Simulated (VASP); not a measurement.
# MoS2 (P-6m2) in VASP: a series of runs

MoS2 is run at these levels: PBE+D3(BJ); tasks: single point.

Program: VASP 6.6.1. These are calculated values, not measurements. Logs are shortened: lines on timing, memory, paths and dates and some standing lists are left out, and cuts for length are marked.

### 1 The cell of the first run

The structure is hexagonal, space group P-6m2 (No. 187). The conventional cell has a = 3.193 Å, b = 3.193 Å, c = 6.469 Å, α = 90.00°, β = 90.00°, γ = 120.00°. Mo (site symmetry -6m2) has 6 S at 2.39 Å and 6 Mo at 3.19 Å within 3.2 Å. S (site symmetry 3m) has 3 Mo at 2.39 Å and 7 S at 3.05 to 3.19 Å within 3.2 Å.

### 2 Single point, PBE+D3(BJ)

Input file INCAR:

```
SYSTEM = MoS2
PREC = Accurate ; ENCUT = 520
EDIFF = 1E-6 ; ISMEAR = 0
SIGMA = 0.05 ; LREAL = .FALSE.
LASPH = .TRUE. ; NELM = 80
ALGO = Normal ; ISIF = 2
LWAVE = .FALSE. ; LCHARG = .FALSE.
GGA = PE ; IVDW = 12
NBANDS = 20
```

Input file KPOINTS:

```
Automatic mesh
0
G
  12 12 6
  0 0 0
```

Input file POSCAR:

```
MoS2
1.0
    3.1928762633      0.0000000000      0.0000000000
   -1.5964381317      2.7651119552      0.0000000000
    0.0000000000      0.0000000000      6.4690715574
Mo S
1 2
Direct
    0.0000000000      0.0000000000      0.0000000000
    0.3333333333      0.6666666667      0.2356692374
    0.3333333333      0.6666666667      0.7643307626
```

Potentials or basis: VASP PAW PBE potentials, release 64 (Mo_sv, S).

On the command line:

```bash
> cat potpaw_PBE.64/Mo_sv/POTCAR potpaw_PBE.64/S/POTCAR > POTCAR
> mpirun -np 1 vasp_std > vasp.out
```

OUTCAR:

```text
SYSTEM = MoS2
   PREC = Accurate
   ENCUT = 520
   EDIFF = 1E-6
   ISMEAR = 0
   LREAL = .FALSE.
   LASPH = .TRUE.
   NELM = 80
   ISIF = 2
   GGA = PE
   IVDW = 12
 IVDW          = 12

 ion  position               nearest neighbor table
   1  0.000  0.000  0.000-   2 2.39   3 2.39   2 2.39   3 2.39   2 2.39   3 2.39
   2  0.333  0.667  0.236-   1 2.39   1 2.39   1 2.39
   3  0.333  0.667  0.764-   1 2.39   1 2.39   1 2.39

  LATTYP: Found a hexagonal cell.
 ALAT       =     3.1928762633
 C/A-ratio  =     2.0260952896

  Lattice vectors:

 A1 = (   3.1928762633,   0.0000000000,   0.0000000000)
 A2 = (  -1.5964381317,   2.7651119552,   0.0000000000)
 A3 = (   0.0000000000,   0.0000000000,   6.4690715574)

Analysis of symmetry for initial positions (statically):
=====================================================================
 Subroutine PRICEL returns:
 Original cell was already a primitive cell.

 Routine SETGRP: Setting up the symmetry group for a
 hexagonal supercell.

 Subroutine GETGRP returns: Found 12 space group operations
 (whereof 12 operations were pure point group operations)
 out of a pool of 24 trial point group operations.

The static configuration has the point symmetry D_3h.

Analysis of symmetry for dynamics (positions and initial velocities):
=====================================================================
 Subroutine PRICEL returns:
 Original cell was already a primitive cell.

 Routine SETGRP: Setting up the symmetry group for a
 hexagonal supercell.

 Subroutine GETGRP returns: Found 12 space group operations
 (whereof 12 operations were pure point group operations)
 out of a pool of 24 trial point group operations.

The dynamic configuration has the point symmetry D_3h.

 Subroutine INISYM returns: Found 12 space group operations
 (whereof 12 operations are pure point group operations),
 and found     1 'primitive' translations

----------------------------------------------------------------------------------------

                                     Primitive cell

  volume of cell :      57.1132

  direct lattice vectors                    reciprocal lattice vectors
     3.192876263  0.000000000  0.000000000     0.313197230  0.180824505  0.000000000
    -1.596438132  2.765111955  0.000000000     0.000000000  0.361649010  0.000000000
     0.000000000  0.000000000  6.469071557     0.000000000  0.000000000  0.154581688

  length of vectors
     3.192876263  3.192876263  6.469071557     0.361649010  0.361649010  0.154581688

  position of ions in fractional coordinates (direct lattice)
     0.000000000  0.000000000  0.000000000
     0.333333333  0.666666667  0.235669237
     0.333333333  0.666666667  0.764330763

  ion indices of the primitive-cell ions
   primitive index   ion index
                 1           1
                 2           2
                 3           3

----------------------------------------------------------------------------------------

 KPOINTS: Automatic mesh

Automatic generation of k-mesh.
 Grid dimensions read from file:
 generate k-points for:   12   12    6

 Generating k-lattice:

  Cartesian coordinates                     Fractional coordinates (reciprocal lattice)
     0.026099769  0.015068709  0.000000000     0.083333333 -0.000000000  0.000000000
     0.000000000  0.030137417  0.000000000     0.000000000  0.083333333  0.000000000
     0.000000000  0.000000000  0.025763615     0.000000000  0.000000000  0.166666667

  Length of vectors
     0.030137417  0.030137417  0.025763615

  Shift w.r.t. Gamma in fractional coordinates (k-lattice)
     0.000000000  0.000000000  0.000000000

 Subroutine IBZKPT returns following result:
 ===========================================

 Found     76 irreducible k-points:

 Following reciprocal coordinates:
            Coordinates               Weight
  0.000000  0.000000  0.000000      1.000000
  0.083333  0.000000  0.000000      6.000000
  0.166667 -0.000000  0.000000      6.000000
  0.250000  0.000000  0.000000      6.000000
  0.333333  0.000000  0.000000      6.000000
  0.416667 -0.000000  0.000000      6.000000
[... 16 lines left out ...]
  0.250000  0.000000  0.166667     12.000000
  0.333333  0.000000  0.166667     12.000000
 [... further k-points ...]
   k-points           NKPTS =     76   k-points in BZ     NKDIM =     76   number of bands    NBANDS=     20
   number of dos      NEDOS =    301   number of ions     NIONS =      3
   total plane-waves  NPLWV =  27648
   dimension x,y,z NGX =    24 NGY =   24 NGZ =   48
   dimension x,y,z NGXF=    48 NGYF=   48 NGZF=   96
   ions per type =               1   2
   NGX,Y,Z   is equivalent  to a cutoff of  12.50, 12.50, 12.34 a.u.
   NGXF,Y,Z  is equivalent  to a cutoff of  24.99, 24.99, 24.67 a.u.
 SYSTEM =  MoS2
   PREC   = accura    normal or accurate (medium, high low for compatibility)
   ISTART =      0    job   : 0-new  1-cont  2-samecut
   ICHARG =      2    charge: 1-file 2-atom 10-const
   ISPIN  =      1    spin polarized calculation?
   LNONCOLLINEAR =      F non collinear calculations
   LSORBIT =      F    spin-orbit coupling
   LASPH  =      T    aspherical Exc in radial PAW
   ENCUT  =  520.0 eV  38.22 Ry    6.18 a.u.   5.94  5.94 12.03*2*pi/ulx,y,z
   NELM   =     80;   NELMIN=  2; NELMDL= -5     # of ELM steps
   EDIFF  = 0.1E-05   stopping-criterion for ELM
   LREAL  =      F    real-space projection
   EDIFFG = 0.1E-04   stopping-criterion for IOM
   NSW    =      0    number of steps for IOM
   IBRION =     -1    ionic relax: 0-MD 1-quasi-New 2-CG
   NFREE  =      0    steps in history (QN), initial steepest desc. (CG)
   ISIF   =      2    stress and relaxation
   ISYM   =      2    0-nonsym 1-usesym 2-fastsym
   POTIM  = 0.5000    time-step for ionic-motion
   TEBEG  =    0.0;   TEEND  =   0.0 temperature during run
   PSTRESS=    0.0 pullay stress
   NELECT =      26.0000    total number of electrons
   NUPDOWN=      -1.0000    fix difference up-down
   EMIN   =  10.00;   EMAX   =-10.00  energy-range for DOS
   EFERMI =   0.00;   METHOD = LEGACY
   ISMEAR =     0;   SIGMA  =   0.05  broadening in eV -4-tet -1-fermi 0-gaus
   EFERMI_NEDOS =   21; number of points for ismear=-14 and -15
   IALGO  =     38    algorithm
   IMIX   =      4    mixing-type and parameters
     AMIX     =   0.40;   BMIX     =  1.00
     AMIX_MAG =   1.60;   BMIX_MAG =  1.00
  volume/ion in A,a.u.               =      19.04       128.47
  Fermi-wavevector in a.u.,A,eV,Ry     =   1.259371  2.379866 21.579049  1.586015
  Thomas-Fermi vector in A             =   2.392934
   LORBIT       =      0    0 simple, 1 ext, 2 COOP (PROOUT), +10 PAW based schemes
   GGA     = PE    functional components
   LHFCALC =     F    Hartree Fock is set to
   AEXX    =    0.0000 exact exchange contribution
   IVDW    =    12    specifies the selected vdW correction
   LEPSILON=     F    determine dielectric tensor
   LRPA    =     F    only Hartree local field effects (RPA)
 non-spin polarized calculation
 Gauss-broadening in eV      SIGMA  =   0.05
  energy-cutoff  :      520.00
  volume of cell :       57.11
 maximum number of plane-waves:      1569
 NGX is ok and might be reduce to    24

 number of electron      26.0000001 magnetization

 Free energy of the ion-electron system (eV)
  ---------------------------------------------------
  ext. energy  EPLUGINS =         0.00000000
  ---------------------------------------------------
  free energy    TOTEN  =       -21.76702650 eV

  energy without entropy =      -21.76702650  energy(sigma->0) =      -21.76702650

 E-fermi :   7.0885     XC(G=0): -10.3103

 val. band max:        6.7944027060   @ k =   0.0000   0.0000   0.5000
 cond. band min:       7.5870228297   @ k =   0.3333   0.3333   0.0000
 fundamental gap:      0.7926201237
 Fermi energy:         7.0885318979

 k-point     1 :       0.0000    0.0000    0.0000
  band No.  band energies     occupation
      1     -54.7920      2.00000
      2     -28.9385      2.00000
      3     -28.7494      2.00000
      4     -28.7494      2.00000
      5      -8.1774      2.00000
      6      -6.5667      2.00000
[... 12 lines left out ...]
     19      14.4141      0.00000
     20      15.3463      0.00000

 k-point     2 :       0.0833    0.0000    0.0000
  band No.  band energies     occupation
      1     -54.7896      2.00000
      2     -28.9335      2.00000
      3     -28.7748      2.00000
      4     -28.7552      2.00000
      5      -8.0754      2.00000
      6      -6.5314      2.00000
[... 12 lines left out ...]
     19      14.5281      0.00000
     20      15.8144      0.00000

 k-point     3 :       0.1667   -0.0000    0.0000
  band No.  band energies     occupation
      1     -54.7829      2.00000
      2     -28.9199      2.00000
      3     -28.8435      2.00000
      4     -28.7708      2.00000
      5      -7.7859      2.00000
      6      -6.4315      2.00000
[... 12 lines left out ...]
     19      14.8398      0.00000
     20      15.9167      0.00000

 k-point     4 :       0.2500    0.0000    0.0000
  band No.  band energies     occupation
      1     -54.7738      2.00000
      2     -28.9361      2.00000
      3     -28.9012      2.00000
      4     -28.7921      2.00000
      5      -7.3588      2.00000
      6      -6.2855      2.00000
[... 12 lines left out ...]
     19      14.8956      0.00000
     20      15.6777      0.00000

 k-point     5 :       0.3333    0.0000    0.0000
  band No.  band energies     occupation
      1     -54.7647      2.00000
      2     -29.0274      2.00000
      3     -28.8825      2.00000
      4     -28.8133      2.00000
      5      -6.8824      2.00000
      6      -6.1262      2.00000
[... 12 lines left out ...]
     19      13.9767      0.00000
     20      14.8971      0.00000

 k-point     6 :       0.4167   -0.0000    0.0000
  band No.  band energies     occupation
      1     -54.7579      2.00000
      2     -29.0934      2.00000
      3     -28.8687      2.00000
      4     -28.8288      2.00000
      5      -6.4890      2.00000
      6      -5.9994      2.00000
[... 12 lines left out ...]
     19      13.9301      0.00000
     20      14.5018      0.00000

 k-point     7 :       0.5000    0.0000    0.0000
  band No.  band energies     occupation
      1     -54.7555      2.00000
      2     -29.1174      2.00000
      3     -28.8637      2.00000
      4     -28.8344      2.00000
      5      -6.3322      2.00000
      6      -5.9505      2.00000
[... 12 lines left out ...]
     19      14.0111      0.00000
     20      14.4069      0.00000
[... 277 lines left out ...]
 k-point    20 :       0.0000    0.0000    0.1667
  band No.  band energies     occupation
      1     -54.7920      2.00000
      2     -28.9385      2.00000
      3     -28.7494      2.00000
      4     -28.7494      2.00000
      5      -8.1473      2.00000
      6      -6.6239      2.00000
[... 12 lines left out ...]
     19      14.6261      0.00000
     20      15.2001      0.00000

 k-point    21 :       0.0833    0.0000    0.1667
  band No.  band energies     occupation
      1     -54.7896      2.00000
      2     -28.9335      2.00000
      3     -28.7748      2.00000
      4     -28.7552      2.00000
      5      -8.0454      2.00000
      6      -6.5871      2.00000
[... 12 lines left out ...]
     19      14.7208      0.00000
     20      15.6573      0.00000

 k-point    22 :       0.1667   -0.0000    0.1667
  band No.  band energies     occupation
      1     -54.7829      2.00000
      2     -28.9199      2.00000
      3     -28.8435      2.00000
      4     -28.7708      2.00000
      5      -7.7561      2.00000
      6      -6.4827      2.00000
[... 12 lines left out ...]
     19      14.9488      0.00000
     20      15.9673      0.00000

 k-point    23 :       0.2500    0.0000    0.1667
  band No.  band energies     occupation
      1     -54.7738      2.00000
      2     -28.9361      2.00000
      3     -28.9012      2.00000
      4     -28.7921      2.00000
      5      -7.3300      2.00000
      6      -6.3301      2.00000
[... 12 lines left out ...]
     19      14.8932      0.00000
     20      15.5353      0.00000

 k-point    24 :       0.3333    0.0000    0.1667
  band No.  band energies     occupation
      1     -54.7647      2.00000
      2     -29.0274      2.00000
      3     -28.8825      2.00000
      4     -28.8133      2.00000
      5      -6.8558      2.00000
      6      -6.1633      2.00000
[... 12 lines left out ...]
     19      14.1587      0.00000
     20      14.8230      0.00000

 [... further k-points ...]

------------------------ aborting loop because EDIFF is reached ----------------------------------------

 Edisp (eV)   -1.19002

 E8    (eV) :    -0.4801

  FORCE on cell =-STRESS in cart. coord.  units (eV):
  Direction    XX          YY          ZZ          XY          YZ          ZX
  --------------------------------------------------------------------------------------
  -------------------------------------------------------------------------------------
  Total      -0.69970    -0.69970     1.77147     0.00000     0.00000    -0.00000
  in kB     -19.62847   -19.62847    49.69430     0.00000     0.00000    -0.00000
  external pressure =        3.48 kB  Pullay stress =        0.00 kB

 VOLUME and BASIS-vectors are now :
 -----------------------------------------------------------------------------
  energy-cutoff  :      520.00
  volume of cell :       57.11
      direct lattice vectors                 reciprocal lattice vectors
     3.192876263  0.000000000  0.000000000     0.313197230  0.180824505  0.000000000
    -1.596438132  2.765111955  0.000000000     0.000000000  0.361649010  0.000000000
     0.000000000  0.000000000  6.469071557     0.000000000  0.000000000  0.154581688

 POSITION                                       TOTAL-FORCE (eV/Angst)
 -----------------------------------------------------------------------------------
      0.00000      0.00000      0.00000         0.000000      0.000000      0.000000
     -0.00000      1.84341      1.52456        -0.000000     -0.000000      0.480702
     -0.00000      1.84341      4.94451         0.000000      0.000000     -0.480702
 -----------------------------------------------------------------------------------
    total drift:                                0.000000     -0.000000     -0.000000

  FREE ENERGIE OF THE ION-ELECTRON SYSTEM (eV)
  ---------------------------------------------------
  free  energy   TOTEN  =       -22.9570453130 eV

  energy  without entropy=      -22.9570453130  energy(sigma->0) =      -22.95704531
```

It took 29 s on 1 thread of Intel Xeon 6975P-C (Granite Rapids), shared host; peak memory 0.23 GiB.

What came out:

| Item | Value |
| --- | --- |
| Free energy | -22.9570 eV |
| Pressure | 0.3 GPa |
| Largest force | 0.481 eV/Å |
| Band gap on the k mesh | 0.79 eV, indirect (least direct gap 1.55 eV) |
| Dispersion energy per atom | -0.397 eV |

Forces in eV/Å, atoms in the order of the input:
```
Mo   0.000  0.000  0.000
S    0.000  0.000  0.481
S    0.000  0.000 -0.481
```

 A k mesh can miss the band edges.

### 3 Single point, PBE+D3(BJ)

This run uses another cell than the first one, of the same volume but with other edges.

Input file INCAR:

```
  ALGO = Normal
  EDIFF = 1E-6
  ENCUT = 520
  GGA = PE
  ISIF = 2
  ISMEAR = 0
  IVDW = 12
  LASPH = True
  LCHARG = True
  LELF = True
  LREAL = False
  LVHAR = True
  LWAVE = False
  NBANDS = 20
  NELM = 60
  PREC = Accurate
  SIGMA = 0.05
```

Input file KPOINTS:

```
k-points
0
Gamma
  12 12 6
```

Input file POSCAR:

```
MoS2
1.0
    3.0989131119      0.0000000000      0.0000000000
   -1.5494565559      2.6837374790      0.0000000000
    0.0000000000      0.0000000000      6.8673207518
Mo S
1 2
Direct
    0.0000000000      0.0000000000      0.0000000000
    0.3333333333      0.6666666667      0.2356692374
    0.3333333333      0.6666666667      0.7643307626
```

Potentials or basis: VASP PAW PBE potentials, release 64 (Mo_sv, S).

On the command line:

```bash
> cat potpaw_PBE.64/Mo_sv/POTCAR potpaw_PBE.64/S/POTCAR > POTCAR
> mpirun -np 1 vasp_std > vasp.out
```

It took 41 s on 1 thread of Intel Xeon 6975P-C (Granite Rapids), shared host; peak memory 0.24 GiB.

Results (log left out):

```yaml
Free_energy: -22.9408 eV
Pressure: -0.6 GPa
Largest_force: 0.597 eV/Å
Band_gap_on_the_k_mesh: 1.39 eV, indirect (least direct gap 2.02 eV)
Dispersion_energy_per_atom: -0.399 eV
```

Forces on the atoms (eV/Å):
```
Mo   0.000  0.000  0.000
S    0.000  0.000 -0.597
S    0.000  0.000  0.597
```

Stress tensor (GPa, compression positive):
```
 2.25  0.00  0.00
 0.00  2.25  0.00
 0.00  0.00 -6.30
```

Levels at points of the mesh, in eV from the valence-band top:
| k point | band 9 | band 10 | band 11 | band 12 | band 13 | band 14 | band 15 | band 16 | band 17 | band 18 |
| --- | --- | --- | --- | --- | --- | --- | --- | --- | --- | --- |
| (0.00, 0.00, 0.00) | -2.36 | -1.54 | -1.23 | -1.23 | -0.86 | 2.91 | 2.91 | 2.96 | 2.96 | 6.40 |
| (0.50, 0.00, 0.00) | -4.38 | -3.03 | -1.94 | -0.97 | -0.78 | 2.52 | 2.74 | 4.10 | 4.30 | 5.69 |
| (0.00, 0.00, 0.50) | -2.36 | -2.36 | -1.24 | -1.24 | -0.04 | 2.86 | 2.86 | 3.03 | 3.03 | 6.73 |
| (0.50, 0.00, 0.50) | -4.07 | -3.05 | -2.61 | -0.72 | -0.59 | 2.53 | 2.98 | 3.49 | 4.15 | 6.87 |
